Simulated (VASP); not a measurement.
Here is a VASP 6.6.1 calculation.

File INCAR:

```
SYSTEM = Si2W
ALGO     = Normal         ! electronic algorithm
EDIFF    = 1E-6           ! SCF threshold, eV
ENCUT    = 520            ! plane-wave cutoff, eV
GGA      = PS             ! functional
ISIF     = 2              ! what is computed and relaxed
ISMEAR   = 0              ! smearing method
LASPH    = .True.         ! aspherical terms in the spheres
LCHARG   = .False.        ! write CHGCAR
LREAL    = .False.        ! projectors in reciprocal space
LWAVE    = .False.        ! write WAVECAR
NBANDS   = 18             ! bands
NELM     = 100            ! most SCF steps
PREC     = Accurate       ! precision mode
SIGMA    = 0.15           ! smearing width, eV
```

KPOINTS

```
k-points
0
Gamma
  20 20 20
  0 0 0
```

File POSCAR:

```
Si2W
1.0
   -1.5211872920      1.5211872920      4.1032595776
    1.5211872920     -1.5211872920      4.1032595776
    1.5211872920      1.5211872920     -4.1032595776
Si W
2 1
Direct
    0.3344989450      0.3344989450      0.0000000000
    0.6655010550      0.6655010550      0.0000000000
    0.0000000000      0.0000000000      0.0000000000
```

Potentials or basis: VASP PAW PBE potentials, release 64 (Si, W_sv).

Command:

```sh
$ cat potpaw_PBE.64/Si/POTCAR potpaw_PBE.64/W_sv/POTCAR > POTCAR
$ mpirun -np 1 vasp_std > vasp.out
```

**Question.** Estimate the band gap on the k mesh.

**Answer.** Zero (bands 11 and 12 overlap by 1.75 eV).

**Question.** Predict the pressure.

**Answer.** 14.7 GPa.

Stress tensor (GPa, compression positive):
```
 27.58   0.00   0.00
  0.00  27.58   0.00
  0.00   0.00 -11.12
```

Caveat: the cell differs from its parent crystal (strain -0.050 along x and y, +0.050 along z); the stress differs along the axes, from -11 to 28 GPa; the PAW data sets were made with another functional, which shifts forces and pressure a little; spin-orbit coupling is left out, which moves the levels of the heavy elements.
